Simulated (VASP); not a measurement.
Wanted: the native input for a VASP 6.6.1 run.

* Task: single point
* Functional: PBEsol
* Potentials or basis: VASP PAW PBE potentials, release 64 (Si, Ni)
* Cutoff: 520 eV
* k mesh: 18 × 18 × 18
* Occupations: gaussian, width 0.15 eV
* Spin: no spin polarisation
* Dipole correction: no
* Further INCAR settings: ALGO = Normal; EDIFF = 1e-06; NBANDS = 16

The structure of Si2Ni lies in POSCAR:

```
Si2Ni
1.0
    0.0000000000      2.4017209015      3.3960333547
    2.4017209015      0.0000000000      3.3960333547
    2.4017209015      2.4017209015      0.0000000000
Si Ni
2 1
Direct
    0.2500000000      0.2500000000      0.2500000000
    0.7500000000      0.7500000000      0.7500000000
    0.0000000000      0.0000000000      0.0000000000
```

This cell differs from its parent crystal: ratio of the length along z to the lengths across it x 1.414, volume and fractional coordinates fixed.

The input as run:

INCAR

```
PREC = Accurate
ENCUT = 520
EDIFF = 1E-6
ISMEAR = 0
SIGMA = 0.15
LREAL = False
LASPH = True
NELM = 100
ALGO = Normal
ISIF = 2
LWAVE = False
LCHARG = True
GGA = PS
LELF = True
LVHAR = True
NBANDS = 16
```

KPOINTS

```
Automatic mesh
0
Gamma
  18 18 18
```

Potentials or basis: VASP PAW PBE potentials, release 64 (Si, Ni).

Launch:

```console
$ cat potpaw_PBE.64/Si/POTCAR potpaw_PBE.64/Ni/POTCAR > POTCAR
$ mpirun -np 1 vasp_std > vasp.out
```

Results of the run:

| Item | Value |
| --- | --- |
| Pressure | 5.7 GPa |
| Band gap on the k mesh | zero (band 9 reaches 11.19 eV, above the bottom of band 10 at 9.35 eV) |

Caveat: the PAW data sets were made with another functional, which shifts forces and pressure a little.

It took 3.5 min on 1 thread of AMD EPYC 9R45 96-Core Processor (Zen 5), with other jobs on the host, peak memory 0.38 GiB.
